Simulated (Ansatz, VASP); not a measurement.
One calculation of Rh, two programs

INCAR

```
ALGO = Fast
EDIFF = 1E-6
ENCUT = 520
GGA = PE
ISIF = 2
ISMEAR = 0
LASPH = T
LCHARG = F
LREAL = F
LWAVE = F
NBANDS = 22
NELM = 100
PREC = Accurate
SIGMA = 0.15
```

The input KPOINTS:

```
k-points
0
Gamma
  18 18 10
```

Contents of POSCAR:

```
Rh
1.0
    2.8339000000      0.0000000000      0.0000000000
   -1.4169500000      2.4542293918      0.0000000000
    0.0000000000      0.0000000000      4.7359000000
Rh
2
Direct
    0.6666666667      0.3333333333      0.7500000000
    0.3333333333      0.6666666667      0.2500000000
```

Input for Ansatz:

```yaml
crystal:
  lattice:
    - [2.8339, 0.0, 0.0]
    - [-1.41695, 2.4542293918, 0.0]
    - [0.0, 0.0, 4.7359]
  atoms:
    - { symbol: Rh, position: [0.6666666667, 0.3333333333, 0.75] }
    - { symbol: Rh, position: [0.3333333333, 0.6666666667, 0.25] }
basis:
  ecutwfc: 420
kpoints:
  mp_grid: { grid: [18, 18, 10] }
hamiltonian:
  xc: pbe
  pseudopotentials: { kind: paw, azcp: { folder: soft_1 } }
scf:
  occupations: { method: gaussian, width: 0.15 }
output:
  forces: true
  stress: true
  eigenvalues: true
```

Alike in both runs: task single point; functional PBE; k mesh 18 × 18 × 10; occupations gaussian, width 0.15 eV; no spin polarisation.

|  | VASP | Ansatz |
| --- | --- | --- |
| version | VASP 6.6.1 | Ansatz 0.2.0 |
| potentials or method | VASP PAW PBE potentials, release 64 (Rh_pv), cutoff 520 eV | scalar-relativistic, plane waves, PAW |
| valence electrons in the cell | 30 | 34 |

```tsv
	VASP	Ansatz	Ansatz less VASP
gap on the k mesh at the Fermi level (eV)	none	none	-
pressure (GPa)	-26.0	-26.0	-0.06
traceless stress, the component that is largest in VASP (GPa)	-3.25	-3.23	+0.014
```

A gap of «none» marks a metal or a gap that the smearing closes. With one functional, cell and mesh, what is left measures potentials, basis and numerics. VASP's potentials hold 30 valence electrons a cell and Ansatz's 34, so a difference there can come from the potentials and not from the codes.
